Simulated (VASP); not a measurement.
A run of VASP 6.6.1 is set up as follows.

Contents of POSCAR:

```
KCl
1.0
    4.4507508772      0.0000000000      0.0000000000
   -2.2253754386      3.8544633256      0.0000000000
    0.0000000000      0.0000000000      7.5201935882
K Cl
2 2
Direct
    0.0000000000      0.0000000000      0.0000000000
    0.0000000000      0.0000000000      0.5000000000
    0.3333333333      0.6666666667      0.2500000000
    0.6666666667      0.3333333333      0.7500000000
```

Contents of INCAR.step1:

```
  ALGO = Normal
  EDIFF = 1E-5
  ENCUT = 520
  GGA = PE
  ISIF = 2
  ISMEAR = 0
  KPAR = 2
  LASPH = True
  LCHARG = False
  LREAL = False
  LWAVE = True
  NBANDS = 24
  NELM = 60
  PREC = Accurate
  SIGMA = 0.01
```

Contents of INCAR.step2:

```
  ALGO = Normal
  EDIFF = 1E-6
  ENCUT = 520
  GGA = PE
  HFSCREEN = 0.2079
  ISIF = 2
  ISMEAR = 0
  ISTART = 1
  KPAR = 2
  LASPH = True
  LCHARG = False
  LHFCALC = True
  LREAL = False
  LWAVE = False
  NBANDS = 24
  NELM = 60
  PREC = Accurate
  PRECFOCK = Normal
  SIGMA = 0.01
```

The input KPOINTS:

```
k-points
0
Gamma
  6 6 2
```

Potentials or basis: VASP PAW PBE potentials, release 64 (K_sv, Cl).

Launch:

```console
$ cat potpaw_PBE.64/K_sv/POTCAR potpaw_PBE.64/Cl/POTCAR > POTCAR
$ cp INCAR.step1 INCAR
$ mpirun -np 2 vasp_std > vasp.out
$ cp INCAR.step2 INCAR
$ mpirun -np 2 vasp_std > vasp.out
```

Task: What does it give for the pressure?

Result: -0.1 GPa.

Task: Predict the band gap on the k mesh.

Result: 6.37 eV.

Stress tensor (GPa, compression positive):
```
-0.36  0.00  0.00
 0.00 -0.36  0.00
 0.00  0.00  0.51
```

Caveat: the cell differs from its parent crystal (epitaxial xy strain +2.5%); the PAW data sets were made with another functional, which shifts forces and pressure a little.
